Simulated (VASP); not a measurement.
# SiO2 (P6_422) in VASP: further runs

The runs below take SiO2 through single point, with r2SCAN.

All numbers are computed with VASP 6.6.1; they aren't measurements. Logs are shortened: lines on timing, memory, paths and dates and some standing lists are left out, and cuts for length are marked.

### Step 1. The cell of the first run

The structure is hexagonal, space group P6_422 (No. 181). Conventional cell: a = 5.110 Å, b = 5.110 Å, c = 5.508 Å, α = 90.00°, β = 90.00°, γ = 120.00°. Within 2.2 Å of Si (site symmetry 222) lie 4 O at 1.62 Å. Within 2.2 Å of O (site symmetry 2) lie 2 Si at 1.62 Å.

### Step 2. Single point, r2SCAN (biaxial strain in the a-b plane: +1.0 %)

Contents of POSCAR:

```
SiO2
1.0
    5.1102746208      0.0000000000      0.0000000000
   -2.5551373104      4.4256276419      0.0000000000
    0.0000000000      0.0000000000      5.5078391140
Si O
3 6
Direct
    0.0000000000      0.5000000000      0.3333333333
    0.5000000000      0.5000000000      0.6666666667
    0.5000000000      0.0000000000      0.0000000000
    0.5834989526      0.7917494763      0.8333333333
    0.7917494763      0.5834989526      0.5000000000
    0.7917494763      0.2082505237      0.1666666667
    0.4165010474      0.2082505237      0.8333333333
    0.2082505237      0.4165010474      0.5000000000
    0.2082505237      0.7917494763      0.1666666667
```

Contents of INCAR.step1:

```
ALGO = Normal ; EDIFF = 1E-4
ENCUT = 520 ; GGA = PE
ISMEAR = 0 ; LASPH = True
LCHARG = False ; LREAL = False
LWAVE = True ; NBANDS = 34
NELM = 80 ; PREC = Accurate
SIGMA = 0.02
```

Contents of INCAR.step2:

```
ALGO = Normal ; EDIFF = 1E-6
ENCUT = 520 ; ISIF = 2
ISMEAR = 0 ; ISTART = 1
LASPH = True ; LCHARG = False
LMIXTAU = True ; LREAL = False
LWAVE = False ; METAGGA = R2SCAN
NBANDS = 34 ; NELM = 80
PREC = Accurate ; SIGMA = 0.02
```

Contents of KPOINTS:

```
k-points
0
Gamma
  6 6 4
```

Potentials or basis: VASP PAW PBE potentials, release 64 (Si, O).

On the command line:

```bash
> cat potpaw_PBE.64/Si/POTCAR potpaw_PBE.64/O/POTCAR > POTCAR
> cp INCAR.step1 INCAR
> mpirun -np 1 vasp_std > vasp.out
> cp INCAR.step2 INCAR
> mpirun -np 1 vasp_std > vasp.out
```

OUTCAR:

```text
EDIFF = 1E-6
   ENCUT = 520
   ISIF = 2
   ISMEAR = 0
   ISTART = 1
   LASPH = True
   LREAL = False
   METAGGA = R2SCAN
   NELM = 80
   PREC = Accurate

 ion  position               nearest neighbor table
   1  0.000  0.500  0.333-   6 1.62   9 1.62   8 1.62   5 1.62   3 3.15   3 3.15   2 3.15   2 3.15

   2  0.500  0.500  0.667-   4 1.62   7 1.62   5 1.62   8 1.62   3 3.15   3 3.15   1 3.15   1 3.15

   3  0.500  0.000  0.000-   6 1.62   9 1.62   7 1.62   4 1.62   1 3.15   2 3.15   2 3.15   1 3.15

   4  0.583  0.792  0.833-   2 1.62   3 1.62
   5  0.792  0.583  0.500-   2 1.62   1 1.62
   6  0.792  0.208  0.167-   1 1.62   3 1.62
   7  0.417  0.208  0.833-   2 1.62   3 1.62
   8  0.208  0.417  0.500-   2 1.62   1 1.62
   9  0.208  0.792  0.167-   1 1.62   3 1.62

  LATTYP: Found a hexagonal cell.
 ALAT       =     5.1102746208
 C/A-ratio  =     1.0777970897

  Lattice vectors:

 A1 = (   5.1102746208,   0.0000000000,   0.0000000000)
 A2 = (  -2.5551373104,   4.4256276419,   0.0000000000)
 A3 = (   0.0000000000,   0.0000000000,   5.5078391140)

Analysis of symmetry for initial positions (statically):
=====================================================================
 Subroutine PRICEL returns:
 Original cell was already a primitive cell.

 Routine SETGRP: Setting up the symmetry group for a
 hexagonal supercell.

 Subroutine GETGRP returns: Found 12 space group operations
 (whereof  4 operations were pure point group operations)
 out of a pool of 24 trial point group operations.

The static configuration has the point symmetry D_2 .
 The point group associated with its full space group is D_6 .

Analysis of symmetry for dynamics (positions and initial velocities):
=====================================================================
 Subroutine PRICEL returns:
 Original cell was already a primitive cell.

 Routine SETGRP: Setting up the symmetry group for a
 hexagonal supercell.

 Subroutine GETGRP returns: Found 12 space group operations
 (whereof  4 operations were pure point group operations)
 out of a pool of 24 trial point group operations.

The dynamic configuration has the point symmetry D_2 .
[... 111 lines left out ...]
   LREAL  =      F    real-space projection
   EDIFFG = 0.1E-04   stopping-criterion for IOM
   NSW    =      0    number of steps for IOM
   IBRION =     -1    ionic relax: 0-MD 1-quasi-New 2-CG
   NFREE  =      0    steps in history (QN), initial steepest desc. (CG)
   ISIF   =      2    stress and relaxation
   ISYM   =      2    0-nonsym 1-usesym 2-fastsym
   POTIM  = 0.5000    time-step for ionic-motion
   TEBEG  =    0.0;   TEEND  =   0.0 temperature during run
   PSTRESS=    0.0 pullay stress
   NELECT =      48.0000    total number of electrons
   NUPDOWN=      -1.0000    fix difference up-down
   EMIN   =  10.00;   EMAX   =-10.00  energy-range for DOS
   EFERMI =   0.00;   METHOD = LEGACY
   ISMEAR =     0;   SIGMA  =   0.02  broadening in eV -4-tet -1-fermi 0-gaus
   EFERMI_NEDOS =   21; number of points for ismear=-14 and -15
   IALGO  =     38    algorithm
   IMIX   =      4    mixing-type and parameters
     AMIX     =   0.40;   BMIX     =  1.00
     AMIX_MAG =   1.60;   BMIX_MAG =  1.00
  volume/ion in A,a.u.               =      13.84        93.40
  Fermi-wavevector in a.u.,A,eV,Ry     =   1.191302  2.251234 19.309387  1.419200
  Thomas-Fermi vector in A             =   2.327367
   LORBIT       =      0    0 simple, 1 ext, 2 COOP (PROOUT), +10 PAW based schemes
   METAGGA = R2SCAN    functional components
   LHFCALC =     F    Hartree Fock is set to
   AEXX    =    0.0000 exact exchange contribution
   IVDW    =     0    specifies the selected vdW correction
   LEPSILON=     F    determine dielectric tensor
   LRPA    =     F    only Hartree local field effects (RPA)
 non-spin polarized calculation
 Gauss-broadening in eV      SIGMA  =   0.02
  energy-cutoff  :      520.00
  volume of cell :      124.57
 maximum number of plane-waves:      3404
 NGX is ok and might be reduce to    40
   NGX = 19   NGY = 19   NGZ = 21

 number of electron      47.9999994 magnetization

 Free energy of the ion-electron system (eV)
  ---------------------------------------------------
  ext. energy  EPLUGINS =         0.00000000
  ---------------------------------------------------
  free energy    TOTEN  =       -89.34083190 eV

  energy without entropy =      -89.34083190  energy(sigma->0) =      -89.34083190

 E-fermi :   0.0746     XC(G=0):  -9.1423

 val. band max:       -0.0264639585   @ k =   0.5000  -0.0000   0.0000
 cond. band min:       6.1966643490   @ k =   0.0000   0.0000   0.0000
 fundamental gap:      6.2231283075
 Fermi energy:         0.0745761760

 k-point     1 :       0.0000    0.0000    0.0000
  band No.  band energies     occupation
      1     -20.3663      2.00000
      2     -18.9248      2.00000
      3     -18.9248      2.00000
      4     -18.3920      2.00000
      5     -18.3470      2.00000
      6     -18.3470      2.00000
[... 766 lines left out ...]
     33      12.2212      0.00000
     34      12.2583      0.00000

------------------------ aborting loop because EDIFF is reached ----------------------------------------

  FORCE on cell =-STRESS in cart. coord.  units (eV):
  Direction    XX          YY          ZZ          XY          YZ          ZX
  --------------------------------------------------------------------------------------
  -------------------------------------------------------------------------------------
  Total       -2.2140410     -2.2140410     -1.2503651     -0.0000000      0.0000000      0.0000000
  in kB      -28.4771088    -28.4771088    -16.0822599     -0.0000000      0.0000000      0.0000000
  external PRESSURE =     -24.3454925 kB  Pullay stress =       0.0000000 kB

 VOLUME and BASIS-vectors are now :
 -----------------------------------------------------------------------------
  energy-cutoff  :      520.00
  volume of cell :      124.57
      direct lattice vectors                 reciprocal lattice vectors
     5.110274621  0.000000000  0.000000000     0.195684200  0.112978325  0.000000000
    -2.555137310  4.425627642  0.000000000     0.000000000  0.225956651  0.000000000
     0.000000000  0.000000000  5.507839114     0.000000000  0.000000000  0.181559406

 POSITION                                       TOTAL-FORCE (eV/Angst)
 -----------------------------------------------------------------------------------
     -1.27757      2.21281      1.83595        -0.000000     -0.000000      0.000000
      1.27757      2.21281      3.67189        -0.000000      0.000000     -0.000000
      2.55514      0.00000      0.00000        -0.000000      0.000000      0.000000
      0.95881      3.50399      4.58987        -0.121598     -0.070204     -0.000000
      2.55514      2.58235      2.75392        -0.000000     -0.140409      0.000000
      3.51395      0.92164      0.91797        -0.121598      0.070204      0.000000
      1.59633      0.92164      4.58987         0.121598      0.070204     -0.000000
      0.00000      1.84328      2.75392        -0.000000      0.140409      0.000000
     -0.95881      3.50399      0.91797         0.121598     -0.070204     -0.000000
 -----------------------------------------------------------------------------------
    total drift:                               -0.000000      0.000000      0.000001

  FREE ENERGIE OF THE ION-ELECTRON SYSTEM (eV)
  ---------------------------------------------------
  free  energy   TOTEN  =       -89.3408318989 eV

  energy  without entropy=      -89.3408318989  energy(sigma->0) =      -89.34083190
```

OUTCAR.step1:

```text
EDIFF = 1E-4
   ENCUT = 520
   GGA = PE
   ISMEAR = 0
[... 1026 lines left out ...]
      3.51395      0.92164      0.91797         0.073050     -0.042175      0.000000
      1.59633      0.92164      4.58987        -0.073050     -0.042175     -0.000000
      0.00000      1.84328      2.75392         0.000000     -0.084350     -0.000000
     -0.95881      3.50399      0.91797        -0.073050      0.042175      0.000000
 -----------------------------------------------------------------------------------
    total drift:                                0.000000     -0.000000      0.000001

  FREE ENERGIE OF THE ION-ELECTRON SYSTEM (eV)
  ---------------------------------------------------
  free  energy   TOTEN  =       -71.1080653548 eV

  energy  without entropy=      -71.1080653548  energy(sigma->0) =      -71.10806535
```

It took 3.2 min on 1 thread of Intel Xeon 6975P-C (Granite Rapids), shared host; peak memory 0.29 GiB.

What came out:

- Free energy: -89.3408 eV
- Pressure: -2.4 GPa
- Largest force: 0.140 eV/Å
- Band gap on the k mesh: 6.22 eV (least direct gap 6.45 eV)

Forces on the atoms (eV/Å):
```
Si   0.000  0.000  0.000
Si   0.000  0.000  0.000
Si   0.000  0.000  0.000
O   -0.122 -0.070  0.000
O    0.000 -0.140  0.000
O   -0.122  0.070  0.000
O    0.122  0.070  0.000
O    0.000  0.140  0.000
O    0.122 -0.070  0.000
```

Levels at points of the mesh, in eV from the valence-band top:
| k point | band 21 | band 22 | band 23 | band 24 | band 25 | band 26 | band 27 | band 28 |
| --- | --- | --- | --- | --- | --- | --- | --- | --- |
| (0.00, 0.00, 0.00) | -0.97 | -0.45 | -0.45 | -0.23 | 6.22 | 9.68 | 9.68 | 9.99 |
| (0.50, 0.00, 0.00) | -1.16 | -0.98 | -0.33 | 0.00 | 8.32 | 9.17 | 10.32 | 10.36 |
| (0.00, 0.00, 0.50) | -1.18 | -0.26 | -0.02 | -0.02 | 8.11 | 8.11 | 9.26 | 10.73 |
| (0.50, 0.00, 0.50) | -0.92 | -0.71 | -0.67 | -0.36 | 9.33 | 9.89 | 9.90 | 10.11 |

Caveat: the cell differs from its parent crystal (biaxial strain in the a-b plane: +1.0 %); the PAW data sets were made with another functional, which shifts forces and pressure a little. A k mesh can miss the band edges.

### Step 3. Single point, r2SCAN (biaxial strain in the a-b plane: +2.0 %, then relaxed in part)

Contents of POSCAR:

```
SiO2
1.0
    5.1608713992      0.0000000000      0.0000000000
   -2.5804356996      4.4694457374      0.0000000000
    0.0000000000      0.0000000000      5.4051848936
Si O
3 6
Direct
    0.0000000000      0.5000000000      0.3333333333
    0.5000000000      0.5000000000      0.6666666667
    0.5000000000      0.0000000000      0.0000000000
    0.5802477025      0.7901238513      0.8333333333
    0.7901238513      0.5802477025      0.5000000000
    0.7901238513      0.2098761487      0.1666666667
    0.4197522975      0.2098761487      0.8333333333
    0.2098761487      0.4197522975      0.5000000000
    0.2098761487      0.7901238513      0.1666666667
```

Contents of INCAR.step1:

```
ALGO = Normal
EDIFF = 1E-4
ENCUT = 520
GGA = PE
ISMEAR = 0
LASPH = True
LCHARG = False
LREAL = False
LWAVE = True
NBANDS = 34
NELM = 80
PREC = Accurate
SIGMA = 0.02
```

Contents of INCAR.step2:

```
ALGO = Normal
EDIFF = 1E-6
ENCUT = 520
ISIF = 2
ISMEAR = 0
ISTART = 1
LASPH = True
LCHARG = False
LMIXTAU = True
LREAL = False
LWAVE = False
METAGGA = R2SCAN
NBANDS = 34
NELM = 80
PREC = Accurate
SIGMA = 0.02
```

KPOINTS is that of step 2.

Potentials or basis: VASP PAW PBE potentials, release 64 (Si, O).

On the command line:

```bash
> cat potpaw_PBE.64/Si/POTCAR potpaw_PBE.64/O/POTCAR > POTCAR
> cp INCAR.step1 INCAR
> mpirun -np 1 vasp_std > vasp.out
> cp INCAR.step2 INCAR
> mpirun -np 1 vasp_std > vasp.out
```

It took 2.7 min on 1 thread of Intel Xeon 6975P-C (Granite Rapids), shared host; peak memory 0.27 GiB.

It converged, with:

| Property | Result |
| --- | --- |
| Free energy | -89.3137 eV |
| Pressure | -1.9 GPa |
| Largest force | 0.011 eV/Å |
| Band gap on the k mesh | 6.23 eV (least direct gap 6.55 eV) |

Forces on the atoms (eV/Å):
```
Si   0.000  0.000  0.000
Si   0.000  0.000  0.000
Si   0.000  0.000  0.000
O   -0.009 -0.005  0.000
O    0.000 -0.011  0.000
O   -0.009  0.005  0.000
O    0.009  0.005  0.000
O    0.000  0.011  0.000
O    0.009 -0.005  0.000
```

Stress tensor (GPa, compression positive):
```
-2.91  0.00  0.00
 0.00 -2.91  0.00
 0.00  0.00  0.19
```

Levels at points of the mesh, in eV from the valence-band top:
| k point | band 22 | band 23 | band 24 | band 25 | band 26 | band 27 |
| --- | --- | --- | --- | --- | --- | --- |
| (0.00, 0.00, 0.00) | -0.46 | -0.46 | -0.32 | 6.23 | 9.69 | 9.69 |
| (0.50, 0.00, 0.00) | -0.99 | -0.31 | 0.00 | 8.30 | 9.13 | 10.23 |
| (0.00, 0.00, 0.50) | -0.21 | -0.05 | -0.05 | 8.14 | 8.14 | 9.37 |
| (0.50, 0.00, 0.50) | -0.70 | -0.64 | -0.40 | 9.31 | 9.94 | 9.98 |

Caveat: the cell differs from its parent crystal (biaxial strain in the a-b plane: +2.0 %, then relaxed in part); the PAW data sets were made with another functional, which shifts forces and pressure a little. A k mesh can miss the band edges.

(Part 1 of 3 ends here.)
